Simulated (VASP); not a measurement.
# Rb16Li (a cell with a defect) in VASP: single point with PBE

Aim: the single point of Rb16Li (a cell with a defect) with PBE.

All numbers are computed with VASP 6.6.1; they aren't measurements. Logs are shortened: lines on timing, memory, paths and dates and some standing lists are left out, and cuts for length are marked.

### 1 The cell of the first run

The cell holds a defect, 17 atoms: a = 11.180 Å, b = 11.180 Å, c = 11.180 Å, α = 90.00°, β = 90.00°, γ = 90.00°.

### 2 Single point, PBE

INCAR reads:

```
ALGO = Normal
EDIFF = 1E-6
ENCUT = 520
GGA = PE
ISIF = 2
ISMEAR = -1
LASPH = True
LCHARG = False
LREAL = Auto
LWAVE = False
NBANDS = 88
NELM = 60
PREC = Accurate
SIGMA = 0.05
```

KPOINTS reads:

```
k-points
0
Gamma
  1 1 1
```

POSCAR reads:

```
Rb16Li
1.0
   11.1800000000      0.0000000000      0.0000000000
    0.0000000000     11.1800000000      0.0000000000
    0.0000000000      0.0000000000     11.1800000000
Rb Li
16 1
Direct
   -0.0411576314     -0.0000345652      0.0061573620
    0.5394911230     -0.0000091186      0.0050400194
   -0.0116847411      0.4996073887      0.0097446643
    0.0224318642      0.0001651414      0.5313814886
    0.2498014685      0.2276366940      0.2186601688
    0.5120000825      0.4996641603      0.0097989282
    0.4775234895      0.0001384895      0.5307981906
    0.7494943669      0.2406306257      0.2752483415
    0.0091990409      0.5004190486      0.4747281669
    0.2498291080      0.7723656966      0.2191849037
    0.2500336856      0.2911861411      0.7438659505
    0.4907923491      0.5004583401      0.4749514762
    0.7494631785      0.7593665549      0.2750594419
    0.7504580453      0.2616532855      0.7402374159
    0.2500106898      0.7101931628      0.7447883302
    0.7503990249      0.7380704198      0.7401908133
    0.2480692558      0.0016047350      0.8745133381
```

Potentials or basis: VASP PAW PBE potentials, release 64 (Rb_sv, Li_sv).

Run with:

```console
$ cat potpaw_PBE.64/Rb_sv/POTCAR potpaw_PBE.64/Li_sv/POTCAR > POTCAR
$ mpirun -np 1 vasp_gam > vasp.out
```

OUTCAR:

```text
EDIFF = 1E-6
   ENCUT = 520
   GGA = PE
   ISIF = 2
   ISMEAR = -1
   LASPH = True
   LREAL = Auto
   NELM = 60
   PREC = Accurate

 ion  position               nearest neighbor table
   1  0.959  1.000  0.006-  17 3.55  13 4.66   8 4.67   2 4.69   5 4.76  10 4.77  14 4.78  16 4.78
                             4 5.36  15 5.44  11 5.46   3 5.60   3 5.60
   2  0.539  1.000  0.005-  17 3.57  13 4.68   8 4.68   1 4.69   5 4.76  10 4.76  14 4.78  16 4.79
                             7 5.35  15 5.43  11 5.44   6 5.60   6 5.60
   3  0.988  0.500  0.010-  11 4.78  15 4.78  14 4.82   5 4.82  16 4.82  10 4.83   8 4.93  13 4.94
                             9 5.20   6 5.33   1 5.60   1 5.60
   4  0.022  0.000  0.531-  15 4.76  11 4.76  14 4.82  16 4.83   8 4.97  13 4.98  10 5.01   5 5.02
                             7 5.09   1 5.36   9 5.62   9 5.63
   5  0.250  0.228  0.219-   2 4.76   1 4.76   3 4.82   6 4.83   9 4.97  12 4.98   7 5.01   4 5.02
                            10 5.09  11 5.36   8 5.62   8 5.63
   6  0.512  0.500  0.010-  11 4.78  15 4.79  14 4.82  16 4.83   5 4.83  10 4.83   8 4.92  13 4.93
                            12 5.21   3 5.33   2 5.60   2 5.60
   7  0.478  0.000  0.531-  15 4.76  11 4.77  14 4.83  16 4.83   8 4.96  13 4.97  10 5.01   5 5.01
                             4 5.09   2 5.35  12 5.62  12 5.63
   8  0.749  0.241  0.275-   1 4.67  12 4.67   9 4.67   2 4.68   6 4.92   3 4.93   7 4.96   4 4.97
                            14 5.20  13 5.38   5 5.62   5 5.63  13 5.80
   9  0.009  0.500  0.475-  11 4.67  13 4.67   8 4.67  15 4.68  16 4.92  14 4.93  10 4.96   5 4.97
                             3 5.20  12 5.38   4 5.62   4 5.63  12 5.80
  10  0.250  0.772  0.219-   2 4.76   1 4.77   3 4.83   6 4.83   9 4.96  12 4.97   7 5.01   4 5.01
                             5 5.09  15 5.35  13 5.62  13 5.63
  11  0.250  0.291  0.744-  17 3.55  12 4.66   9 4.67  15 4.68   4 4.76   7 4.77   3 4.78   6 4.78
                             5 5.36   2 5.44   1 5.46  14 5.60  14 5.60
  12  0.491  0.500  0.475-  13 4.66  11 4.66   8 4.67  15 4.67  16 4.93  14 4.93  10 4.97   5 4.98
                             6 5.21   9 5.38   7 5.62   7 5.63   9 5.80
  13  0.749  0.759  0.275-  12 4.66   1 4.66   9 4.67   2 4.68   6 4.93   3 4.94   7 4.97   4 4.98
                            16 5.21   8 5.38  10 5.62  10 5.63   8 5.80
  14  0.750  0.262  0.740-   1 4.78   2 4.78   3 4.82   4 4.82   6 4.82   7 4.83   9 4.93  12 4.93
                             8 5.20  16 5.33  11 5.60  11 5.60
  15  0.250  0.710  0.745-  17 3.57  12 4.67   9 4.68  11 4.68   4 4.76   7 4.76   3 4.78   6 4.79
                            10 5.35   2 5.43   1 5.44  16 5.59  16 5.60
  16  0.750  0.738  0.740-   1 4.78   2 4.79   3 4.82   4 4.83   6 4.83   7 4.83   9 4.92  12 4.93
                            13 5.21  14 5.33  15 5.59  15 5.60
  17  0.248  0.002  0.875-  11 3.55   1 3.55  15 3.57   2 3.57

  LATTYP: Found a simple cubic cell.
 ALAT       =    11.1800000000

  Lattice vectors:

 A1 = (  11.1800000000,   0.0000000000,   0.0000000000)
 A2 = (   0.0000000000,  11.1800000000,   0.0000000000)
 A3 = (   0.0000000000,   0.0000000000,  11.1800000000)

Analysis of symmetry for initial positions (statically):
=====================================================================
 Subroutine PRICEL returns:
 Original cell was already a primitive cell.

 Routine SETGRP: Setting up the symmetry group for a
 simple cubic supercell.

 Subroutine GETGRP returns: Found  1 space group operations
 (whereof  1 operations were pure point group operations)
 out of a pool of 48 trial point group operations.

The static configuration has the point symmetry C_1 .

Analysis of symmetry for dynamics (positions and initial velocities):
=====================================================================
 Subroutine PRICEL returns:
 Original cell was already a primitive cell.

 Routine SETGRP: Setting up the symmetry group for a
 simple cubic supercell.

 Subroutine GETGRP returns: Found  1 space group operations
 (whereof  1 operations were pure point group operations)
 out of a pool of 48 trial point group operations.

The dynamic configuration has the point symmetry C_1 .

 Subroutine INISYM returns: Found  1 space group operations
 (whereof  1 operations are pure point group operations),
 and found     1 'primitive' translations

----------------------------------------------------------------------------------------

                                     Primitive cell

  volume of cell :    1397.4150

  direct lattice vectors                    reciprocal lattice vectors
    11.180000000  0.000000000  0.000000000     0.089445438  0.000000000  0.000000000
     0.000000000 11.180000000  0.000000000     0.000000000  0.089445438  0.000000000
     0.000000000  0.000000000 11.180000000     0.000000000  0.000000000  0.089445438

  length of vectors
    11.180000000 11.180000000 11.180000000     0.089445438  0.089445438  0.089445438

  position of ions in fractional coordinates (direct lattice)
     0.958842369  0.999965435  0.006157362
     0.539491123  0.999990881  0.005040019
     0.988315259  0.499607389  0.009744664
     0.022431864  0.000165141  0.531381489
     0.249801469  0.227636694  0.218660169
     0.512000083  0.499664160  0.009798928
[... 9 lines left out ...]
     0.750399025  0.738070420  0.740190813
     0.248069256  0.001604735  0.874513338

  ion indices of the primitive-cell ions
   primitive index   ion index
                 1           1
                 2           2
                 3           3
                 4           4
                 5           5
                 6           6
[... 9 lines left out ...]
                16          16
                17          17

----------------------------------------------------------------------------------------

 KPOINTS: k-points

Automatic generation of k-mesh.
 Grid dimensions read from file:
 generate k-points for:    1    1    1

 Generating k-lattice:

  Cartesian coordinates                     Fractional coordinates (reciprocal lattice)
     0.089445438  0.000000000  0.000000000     1.000000000  0.000000000  0.000000000
     0.000000000  0.089445438  0.000000000     0.000000000  1.000000000  0.000000000
     0.000000000  0.000000000  0.089445438     0.000000000  0.000000000  1.000000000

  Length of vectors
     0.089445438  0.089445438  0.089445438

  Shift w.r.t. Gamma in fractional coordinates (k-lattice)
     0.000000000  0.000000000  0.000000000

 Subroutine IBZKPT returns following result:
 ===========================================

 Found      1 irreducible k-points:

 Following reciprocal coordinates:
            Coordinates               Weight
  0.000000  0.000000  0.000000      1.000000
   k-points           NKPTS =      1   k-points in BZ     NKDIM =      1   number of bands    NBANDS=     88
   number of dos      NEDOS =    301   number of ions     NIONS =     17
   total plane-waves  NPLWV = 592704
   dimension x,y,z NGX =    84 NGY =   84 NGZ =   84
   dimension x,y,z NGXF=   168 NGYF=  168 NGZF=  168
   ions per type =              16   1
   NGX,Y,Z   is equivalent  to a cutoff of  12.49, 12.49, 12.49 a.u.
   NGXF,Y,Z  is equivalent  to a cutoff of  24.98, 24.98, 24.98 a.u.
 SYSTEM =  unknown system
   PREC   = accura    normal or accurate (medium, high low for compatibility)
   ISTART =      0    job   : 0-new  1-cont  2-samecut
   ICHARG =      2    charge: 1-file 2-atom 10-const
   ISPIN  =      1    spin polarized calculation?
   LNONCOLLINEAR =      F non collinear calculations
   LSORBIT =      F    spin-orbit coupling
   LASPH  =      T    aspherical Exc in radial PAW
   ENCUT  =  520.0 eV  38.22 Ry    6.18 a.u.  20.79 20.79 20.79*2*pi/ulx,y,z
   NELM   =     60;   NELMIN=  2; NELMDL= -5     # of ELM steps
   EDIFF  = 0.1E-05   stopping-criterion for ELM
   LREAL  =      T    real-space projection
   EDIFFG = 0.1E-04   stopping-criterion for IOM
   NSW    =      0    number of steps for IOM
   IBRION =     -1    ionic relax: 0-MD 1-quasi-New 2-CG
   NFREE  =      0    steps in history (QN), initial steepest desc. (CG)
   ISIF   =      2    stress and relaxation
   ISYM   =      2    0-nonsym 1-usesym 2-fastsym
   POTIM  = 0.5000    time-step for ionic-motion
   TEBEG  =    0.0;   TEEND  =   0.0 temperature during run
   PSTRESS=    0.0 pullay stress
   NELECT =     147.0000    total number of electrons
   NUPDOWN=      -1.0000    fix difference up-down
   EMIN   =  10.00;   EMAX   =-10.00  energy-range for DOS
   EFERMI =   0.00;   METHOD = LEGACY
   ISMEAR =    -1;   SIGMA  =   0.05  broadening in eV -4-tet -1-fermi 0-gaus
   EFERMI_NEDOS =   21; number of points for ismear=-14 and -15
   IALGO  =     38    algorithm
   IMIX   =      4    mixing-type and parameters
     AMIX     =   0.40;   BMIX     =  1.00
     AMIX_MAG =   1.60;   BMIX_MAG =  1.00
  volume/ion in A,a.u.               =      82.20       554.72
  Fermi-wavevector in a.u.,A,eV,Ry     =   0.772809  1.460397  8.125857  0.597234
  Thomas-Fermi vector in A             =   1.874520
   LORBIT       =      0    0 simple, 1 ext, 2 COOP (PROOUT), +10 PAW based schemes
   GGA     = PE    functional components
   LHFCALC =     F    Hartree Fock is set to
   AEXX    =    0.0000 exact exchange contribution
   IVDW    =     0    specifies the selected vdW correction
   LEPSILON=     F    determine dielectric tensor
   LRPA    =     F    only Hartree local field effects (RPA)
 non-spin polarized calculation
  energy-cutoff  :      520.00
  volume of cell :     1397.42
 maximum number of plane-waves:     18781
 NGX is ok and might be reduce to    84
   NGX = 41   NGY = 41   NGZ = 41

 number of electron     147.0000001 magnetization

 Free energy of the ion-electron system (eV)
  ---------------------------------------------------
  ext. energy  EPLUGINS =         0.00000000
  ---------------------------------------------------
  free energy    TOTEN  =       -15.38086457 eV

  energy without entropy =      -15.09561229  energy(sigma->0) =      -15.23823843

 E-fermi :   0.2385     XC(G=0):  -5.6211

 val. band max:        0.2372354941   @ k =   0.0000   0.0000   0.0000
 cond. band min:       0.2753943112   @ k =   0.0000   0.0000   0.0000
 fundamental gap:      0.0381588171
 Fermi energy:         0.2385288035

 k-point     1 :       0.0000    0.0000    0.0000
  band No.  band energies     occupation
      1     -47.6284      2.00000
      2     -28.7791      2.00000
      3     -28.7776      2.00000
      4     -28.7774      2.00000
      5     -28.7767      2.00000
      6     -28.7332      2.00000
[... 77 lines left out ...]
     84       0.9550      0.00000
     85       1.2960      0.00000
 [bands above 85 left out]

------------------------ aborting loop because EDIFF is reached ----------------------------------------

  FORCE on cell =-STRESS in cart. coord.  units (eV):
  Direction    XX          YY          ZZ          XY          YZ          ZX
  --------------------------------------------------------------------------------------
  -------------------------------------------------------------------------------------
  Total        2.0316989      2.0431868      0.8182191      0.0008019     -0.0158141     -0.0189657
  in kB        2.3294024      2.3425736      0.9381122      0.0009195     -0.0181314     -0.0217448
  external PRESSURE =       1.8700294 kB  Pullay stress =       0.0000000 kB

 VOLUME and BASIS-vectors are now :
 -----------------------------------------------------------------------------
  energy-cutoff  :      520.00
  volume of cell :     1397.42
      direct lattice vectors                 reciprocal lattice vectors
    11.180000000  0.000000000  0.000000000     0.089445438  0.000000000  0.000000000
     0.000000000 11.180000000  0.000000000     0.000000000  0.089445438  0.000000000
     0.000000000  0.000000000 11.180000000     0.000000000  0.000000000  0.089445438

 POSITION                                       TOTAL-FORCE (eV/Angst)
 -----------------------------------------------------------------------------------
     10.71986     11.17961      0.06884        -0.011772     -0.001069     -0.000013
      6.03151     11.17990      0.05635         0.007567     -0.000917     -0.002784
     11.04936      5.58561      0.10895        -0.011253      0.000899      0.004328
      0.25079      0.00185      5.94085         0.003558      0.000122      0.000748
      2.79278      2.54498      2.44462        -0.000153     -0.003704     -0.000971
      5.72416      5.58625      0.10955         0.010329      0.000612      0.002808
[... 9 lines left out ...]
      8.38946      8.25163      8.27533        -0.000676     -0.010154     -0.002853
      2.77341      0.01794      9.77706         0.004462     -0.004266      0.000686
 -----------------------------------------------------------------------------------
    total drift:                               -0.000520      0.000016     -0.000097

  FREE ENERGIE OF THE ION-ELECTRON SYSTEM (eV)
  ---------------------------------------------------
  free  energy   TOTEN  =       -15.3808645714 eV

  energy  without entropy=      -15.0956122892  energy(sigma->0) =      -15.23823843
```

Run time: 1.8 min. Hardware: 1 thread of Intel Xeon 6975P-C (Granite Rapids), shared host; peak memory 0.98 GiB.

What came out:

```yaml
Free_energy: -15.3809 eV
Largest_force: 0.012 eV/Å
```

Forces on the atoms (eV/Å):
```
Rb  -0.012 -0.001  0.000
Rb   0.008 -0.001 -0.003
Rb  -0.011  0.001  0.004
Rb   0.004  0.000  0.001
Rb   0.000 -0.004 -0.001
Rb   0.010  0.001  0.003
Rb  -0.004  0.000  0.004
Rb   0.001 -0.004  0.005
Rb   0.004 -0.001 -0.005
Rb   0.000  0.004 -0.004
Rb   0.001  0.012  0.000
Rb  -0.004 -0.001 -0.004
Rb   0.001  0.004  0.004
Rb  -0.001  0.011 -0.004
Rb   0.001 -0.009  0.002
Rb  -0.001 -0.010 -0.003
Li   0.004 -0.004  0.001
```

Levels at points of the mesh, in eV from the Fermi level:
| k point | band 70 | band 71 | band 72 | band 73 | band 74 | band 75 | band 76 | band 77 |
| --- | --- | --- | --- | --- | --- | --- | --- | --- |
| (0.00, 0.00, 0.00) | -0.74 | -0.73 | -0.70 | 0.00 | 0.04 | 0.04 | 0.05 | 0.16 |

Caveat: the k points lie up to 0.56 Å⁻¹ apart; the cutoff is under 1.25 times the usual one of these potentials, so pressure, stress and relaxed cells hold a basis-set (Pulay) error.
